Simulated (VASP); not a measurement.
# Al in VASP: single point with PBE

Aim: the single point of Al with PBE.

Everything below comes from runs of VASP 6.6.1. Logs are shortened: lines on timing, memory, paths and dates and some standing lists are left out, and cuts for length are marked.

## 1. The cell of the first run

The cell holds a slab with vacuum, 3 atoms: a = 2.857 Å, b = 2.857 Å, c = 18.665 Å, α = 90.00°, β = 90.00°, γ = 120.00°.

## 2. Single point, PBE

The input, INCAR:

```
SYSTEM = Al
ALGO = Normal
EDIFF = 1E-6
ENCUT = 400
GGA = PE
GGA_COMPAT = .FALSE.
ISIF = 2
ISMEAR = -1
LASPH = .TRUE.
LCHARG = .FALSE.
LREAL = .FALSE.
LWAVE = .FALSE.
NBANDS = 12
NELM = 120
NELMDL = -8
PREC = Accurate
SIGMA = 0.1
```

The input, KPOINTS:

```
k-points
0
G
  8 8 1
  0 0 0
```

The input, POSCAR:

```
Al
1.0
    2.8567110000      0.0000000000      0.0000000000
   -1.4283560000      2.4739850000      0.0000000000
    0.0000000000      0.0000000000     18.6649900000
Al
3
Direct
    0.0000000000      0.0000000000      0.3750340000
    0.3333330000      0.6666670000      0.5000000000
    0.6666670000      0.3333330000      0.6249660000
```

Potentials or basis: VASP PAW PBE potentials, release 64 (Al).

The run is started by

```bash
cat potpaw_PBE.64/Al/POTCAR > POTCAR
mpirun -np 1 vasp_std > vasp.out
```

OUTCAR:

```text
SYSTEM = Al
   EDIFF = 1E-6
   ENCUT = 400
   GGA = PE
   ISIF = 2
   ISMEAR = -1
   LASPH = .TRUE.
   LREAL = .FALSE.
   NELM = 120
   NELMDL = -8
   PREC = Accurate

 ion  position               nearest neighbor table
   1  0.000  0.000  0.375-   2 2.86   2 2.86   2 2.86
   2  0.333  0.667  0.500-   3 2.86   1 2.86   3 2.86   1 2.86   1 2.86   3 2.86
   3  0.667  0.333  0.625-   2 2.86   2 2.86   2 2.86

  LATTYP: Found a hexagonal cell.
 ALAT       =     2.8567110000
 C/A-ratio  =     6.5337340739

  Lattice vectors:

 A1 = (   2.8567110000,   0.0000000000,   0.0000000000)
 A2 = (  -1.4283560000,   2.4739850000,   0.0000000000)
 A3 = (   0.0000000000,   0.0000000000,  18.6649900000)

Analysis of symmetry for initial positions (statically):
=====================================================================
 Subroutine PRICEL returns:
 Original cell was already a primitive cell.

 Routine SETGRP: Setting up the symmetry group for a
 hexagonal supercell.

 Subroutine GETGRP returns: Found 12 space group operations
 (whereof  6 operations were pure point group operations)
 out of a pool of 24 trial point group operations.

The static configuration has the point symmetry C_3v.
 The point group associated with its full space group is D_3d.

Analysis of symmetry for dynamics (positions and initial velocities):
=====================================================================
 Subroutine PRICEL returns:
 Original cell was already a primitive cell.

 Routine SETGRP: Setting up the symmetry group for a
 hexagonal supercell.

 Subroutine GETGRP returns: Found 12 space group operations
 (whereof  6 operations were pure point group operations)
 out of a pool of 24 trial point group operations.

The dynamic configuration has the point symmetry C_3v.
 The point group associated with its full space group is D_3d.

 Subroutine INISYM returns: Found 12 space group operations
 (whereof  6 operations are pure point group operations),
 and found     1 'primitive' translations

----------------------------------------------------------------------------------------

                                     Primitive cell

  volume of cell :     131.9141

  direct lattice vectors                    reciprocal lattice vectors
     2.856711000  0.000000000  0.000000000     0.350052910  0.202103155  0.000000000
    -1.428356000  2.473985000  0.000000000     0.000000000  0.404206169  0.000000000
     0.000000000  0.000000000 18.664990000     0.000000000  0.000000000  0.053576241

  length of vectors
     2.856711000  2.856711859 18.664990000     0.404206291  0.404206169  0.053576241

  position of ions in fractional coordinates (direct lattice)
     0.000000000  0.000000000  0.375034000
     0.333333000  0.666667000  0.500000000
     0.666667000  0.333333000  0.624966000

  ion indices of the primitive-cell ions
   primitive index   ion index
                 1           1
                 2           2
                 3           3

----------------------------------------------------------------------------------------

 KPOINTS: k-points

Automatic generation of k-mesh.
 Grid dimensions read from file:
 generate k-points for:    8    8    1

 Generating k-lattice:

  Cartesian coordinates                     Fractional coordinates (reciprocal lattice)
     0.043756614  0.025262894  0.000000000     0.125000000  0.000000000  0.000000000
     0.000000000  0.050525771  0.000000000     0.000000000  0.125000000  0.000000000
     0.000000000  0.000000000  0.053576241     0.000000000  0.000000000  1.000000000

  Length of vectors
     0.050525786  0.050525771  0.053576241

  Shift w.r.t. Gamma in fractional coordinates (k-lattice)
     0.000000000  0.000000000  0.000000000

 Subroutine IBZKPT returns following result:
 ===========================================

 Found     10 irreducible k-points:

 Following reciprocal coordinates:
            Coordinates               Weight
  0.000000  0.000000  0.000000      1.000000
  0.125000  0.000000  0.000000      6.000000
  0.250000  0.000000  0.000000      6.000000
  0.375000  0.000000  0.000000      6.000000
  0.500000  0.000000  0.000000      3.000000
  0.125000  0.125000  0.000000      6.000000
  0.250000  0.125000  0.000000     12.000000
  0.375000  0.125000  0.000000     12.000000
  0.250000  0.250000  0.000000      6.000000
  0.375000  0.250000  0.000000      6.000000
   k-points           NKPTS =     10   k-points in BZ     NKDIM =     10   number of bands    NBANDS=     12
   number of dos      NEDOS =    301   number of ions     NIONS =      3
   total plane-waves  NPLWV =  50400
   dimension x,y,z NGX =    20 NGY =   20 NGZ =  126
   dimension x,y,z NGXF=    40 NGYF=   40 NGZF=  252
   ions per type =               3
   NGX,Y,Z   is equivalent  to a cutoff of  11.64, 11.64, 11.22 a.u.
   NGXF,Y,Z  is equivalent  to a cutoff of  23.28, 23.28, 22.45 a.u.
 SYSTEM =  Al
   PREC   = accura    normal or accurate (medium, high low for compatibility)
   ISTART =      0    job   : 0-new  1-cont  2-samecut
   ICHARG =      2    charge: 1-file 2-atom 10-const
   ISPIN  =      1    spin polarized calculation?
   LNONCOLLINEAR =      F non collinear calculations
   LSORBIT =      F    spin-orbit coupling
   LASPH  =      T    aspherical Exc in radial PAW
   ENCUT  =  400.0 eV  29.40 Ry    5.42 a.u.   4.66  4.66 30.44*2*pi/ulx,y,z
   NELM   =    120;   NELMIN=  2; NELMDL= -8     # of ELM steps
   EDIFF  = 0.1E-05   stopping-criterion for ELM
   LREAL  =      F    real-space projection
   EDIFFG = 0.1E-04   stopping-criterion for IOM
   NSW    =      0    number of steps for IOM
   IBRION =     -1    ionic relax: 0-MD 1-quasi-New 2-CG
   NFREE  =      0    steps in history (QN), initial steepest desc. (CG)
   ISIF   =      2    stress and relaxation
   ISYM   =      2    0-nonsym 1-usesym 2-fastsym
   POTIM  = 0.5000    time-step for ionic-motion
   TEBEG  =    0.0;   TEEND  =   0.0 temperature during run
   PSTRESS=    0.0 pullay stress
   NELECT =       9.0000    total number of electrons
   NUPDOWN=      -1.0000    fix difference up-down
   EMIN   =  10.00;   EMAX   =-10.00  energy-range for DOS
   EFERMI =   0.00;   METHOD = LEGACY
   ISMEAR =    -1;   SIGMA  =   0.10  broadening in eV -4-tet -1-fermi 0-gaus
   EFERMI_NEDOS =   21; number of points for ismear=-14 and -15
   IALGO  =     38    algorithm
   IMIX   =      4    mixing-type and parameters
     AMIX     =   0.40;   BMIX     =  1.00
     AMIX_MAG =   1.60;   BMIX_MAG =  1.00
  volume/ion in A,a.u.               =      43.97       296.73
  Fermi-wavevector in a.u.,A,eV,Ry     =   0.668947  1.264127  6.088479  0.447491
  Thomas-Fermi vector in A             =   1.744014
   LORBIT       =      0    0 simple, 1 ext, 2 COOP (PROOUT), +10 PAW based schemes
   GGA     = PE    functional components
   LHFCALC =     F    Hartree Fock is set to
   AEXX    =    0.0000 exact exchange contribution
   IVDW    =     0    specifies the selected vdW correction
   LEPSILON=     F    determine dielectric tensor
   LRPA    =     F    only Hartree local field effects (RPA)
 non-spin polarized calculation
  energy-cutoff  :      400.00
  volume of cell :      131.91
 maximum number of plane-waves:      2414
 NGX is ok and might be reduce to    20
   NGX =  9   NGY =  9   NGZ = 61

 number of electron       9.0000000 magnetization

 Free energy of the ion-electron system (eV)
  ---------------------------------------------------
  ext. energy  EPLUGINS =         0.00000000
  ---------------------------------------------------
  free energy    TOTEN  =       -10.59263040 eV

  energy without entropy =      -10.55943594  energy(sigma->0) =      -10.57603317

 E-fermi :   0.6352     XC(G=0):  -4.7804

 val. band max:        0.4386481974   @ k =   0.2500   0.2500   0.0000
 cond. band min:       0.6800549467   @ k =   0.3750   0.0000   0.0000
 fundamental gap:      0.2414067493
 Fermi energy:         0.6352086621

 k-point     1 :       0.0000    0.0000    0.0000
  band No.  band energies     occupation
      1      -9.8992      2.00000
      2      -8.2676      2.00000
      3      -5.6255      2.00000
      4      -2.4984      2.00000
      5       1.0052      0.04827
      6       3.5447      0.00000
      7       4.2888      0.00000
      8       5.9191      0.00000
      9       5.9654      0.00000
     10       9.0550      0.00000
     11       9.1862      0.00000
     12      11.8869      0.00000

 k-point     2 :       0.1250    0.0000    0.0000
  band No.  band energies     occupation
      1      -9.5228      2.00000
      2      -7.8940      2.00000
      3      -5.2533      2.00000
      4      -2.1433      2.00000
      5       1.3577      0.00146
      6       3.9043      0.00000
      7       4.6656      0.00000
      8       6.2472      0.00000
      9       6.3288      0.00000
     10       7.7325      0.00000
     11       8.9800      0.00000
     12       9.3974      0.00000

 k-point     3 :       0.2500    0.0000    0.0000
  band No.  band energies     occupation
      1      -8.3998      2.00000
      2      -6.7797      2.00000
      3      -4.1469      2.00000
      4      -1.0829      2.00000
      5       2.2731      0.00000
      6       3.3022      0.00000
      7       4.6990      0.00000
      8       5.0921      0.00000
      9       5.8122      0.00000
     10       7.0102      0.00000
     11       7.4747      0.00000
     12       7.5186      0.00000
[... 76 lines left out ...]
 k-point     9 :       0.2500    0.2500    0.0000
  band No.  band energies     occupation
      1      -5.4491      2.00000
      2      -3.8606      2.00000
      3      -1.3493      2.00000
      4       0.1889      1.97721
      5       0.4386      1.75428
      6       1.5492      0.00021
      7       1.8867      0.00001
      8       2.2398      0.00000
      9       4.4196      0.00000
     10       4.7321      0.00000
     11       5.3953      0.00000
     12       7.3517      0.00000

 k-point    10 :       0.3750    0.2500    0.0000
  band No.  band energies     occupation
      1      -2.9458      2.00000
      2      -2.9081      2.00000
      3      -1.6452      2.00000
      4      -1.0692      2.00000
      5      -0.1850      1.99945
      6       0.9082      0.12251
      7       1.6747      0.00006
      8       1.9599      0.00000
      9       4.0650      0.00000
     10       4.2796      0.00000
     11       4.4325      0.00000
     12       6.7604      0.00000

------------------------ aborting loop because EDIFF is reached ----------------------------------------

  FORCE on cell =-STRESS in cart. coord.  units (eV):
  Direction    XX          YY          ZZ          XY          YZ          ZX
  --------------------------------------------------------------------------------------
  -------------------------------------------------------------------------------------
  Total       -0.8808618     -0.8808623     -0.4032859      0.0000002      0.0000000     -0.0000000
  in kB      -10.6986065    -10.6986126     -4.8981551      0.0000022      0.0000000     -0.0000000
  external PRESSURE =      -8.7651248 kB  Pullay stress =       0.0000000 kB

 VOLUME and BASIS-vectors are now :
 -----------------------------------------------------------------------------
  energy-cutoff  :      400.00
  volume of cell :      131.91
      direct lattice vectors                 reciprocal lattice vectors
     2.856711000  0.000000000  0.000000000     0.350052910  0.202103155  0.000000000
    -1.428356000  2.473985000  0.000000000     0.000000000  0.404206169  0.000000000
     0.000000000  0.000000000 18.664990000     0.000000000  0.000000000  0.053576241

 POSITION                                       TOTAL-FORCE (eV/Angst)
 -----------------------------------------------------------------------------------
      0.00000      0.00000      7.00001        -0.000000     -0.000000      0.084975
     -0.00000      1.64932      9.33249         0.000000     -0.000000     -0.000000
      1.42836      0.82466     11.66498        -0.000000      0.000000     -0.084975
 -----------------------------------------------------------------------------------
    total drift:                                0.000001     -0.000000     -0.000009

  FREE ENERGIE OF THE ION-ELECTRON SYSTEM (eV)
  ---------------------------------------------------
  free  energy   TOTEN  =       -10.5926304037 eV

  energy  without entropy=      -10.5594359387  energy(sigma->0) =      -10.57603317
```

Run time: 44 s. Hardware: 1 thread of AMD EPYC 7R13, shared host; peak memory 0.17 GiB.

What came out:

| Quantity | Value |
| --- | --- |
| Free energy | -10.5926 eV |
| Largest force | 0.085 eV/Å |

Forces on the atoms (eV/Å):
```
Al   0.000  0.000  0.085
Al   0.000  0.000  0.000
Al   0.000  0.000 -0.085
```

Levels at points of the mesh, in eV from the Fermi level:
| k point | band 1 | band 2 | band 3 | band 4 | band 5 | band 6 | band 7 | band 8 | band 9 |
| --- | --- | --- | --- | --- | --- | --- | --- | --- | --- |
| (0.00, 0.00, 0.00) | -10.53 | -8.90 | -6.26 | -3.13 | 0.37 | 2.91 | 3.65 | 5.28 | 5.33 |
| (0.50, 0.00, 0.00) | -4.65 | -4.63 | -3.31 | -2.78 | -0.48 | -0.24 | 2.53 | 2.57 | 5.96 |
